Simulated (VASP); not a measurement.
# RbBr: single point with PBE

The system is RbBr.

```
CELL_PARAMETERS angstrom
4.83994 0.00000 0.00000
-2.41997 4.19151 0.00000
0.00000 0.00000 8.50566
ATOMIC_POSITIONS crystal
Rb 0.00000 0.00000 0.00000
Rb 0.00000 0.00000 0.50000
Br 0.33333 0.66667 0.25000
Br 0.66667 0.33333 0.75000
```

```json
{
 "Program": "VASP 6.6.1",
 "Task": "single point",
 "Functional": "PBE",
 "Potentials or basis": "VASP PAW PBE potentials, release 64 (Rb_sv, Br)",
 "Cutoff": "520 eV",
 "k mesh": "6 × 6 × 3",
 "Occupations": "gaussian, width 0.02 eV",
 "Spin": "no spin polarisation",
 "Dipole correction": "no",
 "Further INCAR settings": "ALGO = Normal; EDIFF = 1e-07; NBANDS = 24"
}
```

| Quantity | Value |
| --- | --- |
| Pressure | 0.1 GPa |
| Band gap on the k mesh | 4.14 eV, direct |

Levels at points of the mesh, in eV from the valence-band top:
```csv
k point,band 13,band 14,band 15,band 16,band 17,band 18,band 19,band 20
"(0.00, 0.00, 0.00)",-0.25,-0.12,0.00,0.00,4.14,6.31,6.58,7.41
"(0.50, 0.00, 0.00)",-0.45,-0.32,-0.31,-0.15,5.85,6.68,6.82,7.04
```

Wall time 56 s on 1 thread of AMD EPYC 7R43 64-Core Processor (Zen 3), on a shared host, peak memory 0.25 GiB.

As with any semilocal functional, this PBE gap is likely too small.
